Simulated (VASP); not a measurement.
Runs of VASP 6.6.1 on Hg. The structure is that of space group P6_3/mmc (No. 194), or close to it. The cells are those of the table. 

| task | cell | k mesh | cutoff (eV) | smearing | gap on the mesh (eV) | pressure (GPa) | relaxed volume (Å³/atom) |
| --- | --- | --- | --- | --- | --- | --- | --- |
| single point | a = 3.462, b = 3.462, c = 5.488 Å, angles 90.0, 90.0, 120.0°, 2 atoms | 6 × 6 × 4 | 520 | gaussian 0.1 eV | none | 1.3 | - |
| single point | a = 3.598, b = 5.575, c = 3.604 Å, angles 90.0, 120.0, 90.0°, 2 atoms | 18 × 10 × 18 | 520 | gaussian 0.1 eV | (b) | 0.0 | - |
| relaxation of cell and atoms | relaxed from a = 3.462, b = 3.462, c = 5.488 Å, angles 90.0, 90.0, 120.0°, 2 atoms | 18 × 18 × 10 | 600 | gaussian 0.1 eV | 0.35 | 0.0 | 31.53 |
| single point | a = 3.602, b = 3.602, c = 5.579 Å, angles 90.0, 90.0, 120.0°, 2 atoms | 18 × 18 × 10 | 520 | gaussian 0.1 eV | (c) | 0.0 | - |
| relaxation of cell and atoms | relaxed from a = 3.602, b = 3.602, c = 5.579 Å, angles 90.0, 90.0, 120.0°, 2 atoms | 12 × 12 × 6 | 600 | gaussian 0.02 eV | 0.41 | 0.0 | (a) |

Alike in all rows: level PBE; potentials or basis VASP PAW PBE potentials, release 64 (Hg); no spin polarisation.

Problem. Estimate the missing entries.

Solution. (a) 31.73; (b) 0.30; (c) 0.31.

Caveats: spin-orbit coupling is left out, which moves the levels of the heavy elements.

A k mesh can miss the band edges, and the runs leave out spin-orbit coupling on Hg.

A gap of «none» marks levels without a gap at the run's occupations.
